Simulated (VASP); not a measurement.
Wanted: the native input for a VASP 6.6.1 run.

* Task: single point
* Functional: LDA
* Potentials or basis: VASP PAW LDA potentials, release 64 (Ag)
* Cutoff: 520 eV
* k mesh: 22 × 22 × 22
* Occupations: gaussian, width 0.15 eV
* Spin: no spin polarisation
* Dipole correction: no
* Further INCAR settings: ALGO = Fast; EDIFF = 1e-06; NBANDS = 12

The structure of Ag lies in POSCAR:

```
Ag
1.0
   -1.6289452327      1.6289452327      1.7103924944
    1.6289452327     -1.6289452327      1.7103924944
    1.6289452327      1.6289452327     -1.7103924944
Ag
1
Direct
    0.0000000000      0.0000000000      0.0000000000
```

This cell differs from its parent crystal: ratio of the length along z to the lengths across it x 1.05, volume and fractional coordinates fixed.

The input as run:

INCAR

```
ALGO     = Fast           # electronic algorithm
EDIFF    = 1E-6           # SCF threshold, eV
ENCUT    = 520            # plane-wave cutoff, eV
ISIF     = 2              # what is computed and relaxed
ISMEAR   = 0              # smearing method
LASPH    = True           # aspherical terms in the spheres
LCHARG   = False          # write CHGCAR
LREAL    = False          # projectors in reciprocal space
LWAVE    = False          # write WAVECAR
NBANDS   = 12             # bands
NELM     = 60             # most SCF steps
PREC     = Accurate       # precision mode
SIGMA    = 0.15           # smearing width, eV
```

KPOINTS

```
k-points
0
Gamma
  22 22 22
```

Potentials or basis: VASP PAW LDA potentials, release 64 (Ag).

Command:

```bash
$ cat potpaw_LDA.64/Ag/POTCAR > POTCAR
$ mpirun -np 1 vasp_std > vasp.out
```

Results of the run:

```yaml
Pressure: -11.2 GPa
```

Run time: 65 s on 1 thread of Intel Xeon 6975P-C, with other jobs on the host, peak memory 0.28 GiB.
